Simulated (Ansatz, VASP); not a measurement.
## TiO2: VASP beside Ansatz

```xyz
3
Lattice="0.0000 2.3968 2.3968 2.3968 0.0000 2.3968 2.3968 2.3968 0.0000" Properties=species:S:1:pos:R:3 pbc="T T T"
Ti    0.0000    0.0000    0.0000
O     1.1984    1.1984    1.1984
O     3.5952    3.5952    3.5952
```

Alike in both runs: task single point; functional r2SCAN; k mesh 6 × 6 × 6; no spin polarisation.

```csv
,VASP,Ansatz
version,VASP 6.6.1,Ansatz 0.2.0
potentials or method,"VASP PAW PBE potentials, release 64 (Ti_sv, O_h)","plane waves, PAW"
plane-wave cutoff (eV),1480,500
occupations,"gaussian, width 0.01 eV",fixed
valence electrons in the cell,24,24
```

```csv
,VASP,Ansatz,Ansatz less VASP
gap on the k mesh at the Fermi level (eV),1.55,1.51,-0.042
pressure (GPa),1.4,0.0,-1.37
```

VASP's potentials were made for PBE, not for r2SCAN.
